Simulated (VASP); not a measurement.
Input of a VASP 6.6.1 run:

Contents of INCAR:

```
SYSTEM = SiC
PREC = Accurate ; ENCUT = 520
EDIFF = 1E-7 ; ISMEAR = 0
SIGMA = 0.01 ; LREAL = .FALSE.
LASPH = .TRUE. ; NELM = 100
ALGO = Normal ; ISIF = 2
LWAVE = .FALSE. ; LCHARG = .FALSE.
GGA = PS ; NBANDS = 16
```

File KPOINTS:

```
regular mesh
0
G
  8 8 6
  0 0 0
```

File POSCAR:

```
SiC
1.0
    3.0142565176      0.0000000000      0.0000000000
   -1.5071282588      2.6104227178      0.0000000000
    0.0000000000      0.0000000000      5.0703229843
Si C
2 2
Direct
    0.3333333333      0.6666666667      0.0060978797
    0.6666666667      0.3333333333      0.5060978797
    0.3333333333      0.6666666667      0.3789021203
    0.6666666667      0.3333333333      0.8789021203
```

Potentials or basis: VASP PAW PBE potentials, release 64 (Si, C).

The run is started by

```sh
$ cat potpaw_PBE.64/Si/POTCAR potpaw_PBE.64/C/POTCAR > POTCAR
$ mpirun -np 1 vasp_std > vasp.out
```

**Question.** Estimate the band gap on the k mesh.

**Answer.** 2.11 eV, indirect (least direct gap 4.11 eV).

**Question.** What does it give for the pressure?

**Answer.** 9.1 GPa.

**Question.** Estimate the largest force.

**Answer.** 0.003 eV/Å.

Forces on the atoms (eV/Å):
```
Si   0.000  0.000  0.003
Si   0.000  0.000  0.003
C    0.000  0.000 -0.003
C    0.000  0.000 -0.003
```

Caveat: the cell differs from its parent crystal (in-plane strain -0.02, then relaxed in part); the PAW data sets were made with another functional, which shifts forces and pressure a little. A k mesh can miss the band edges.
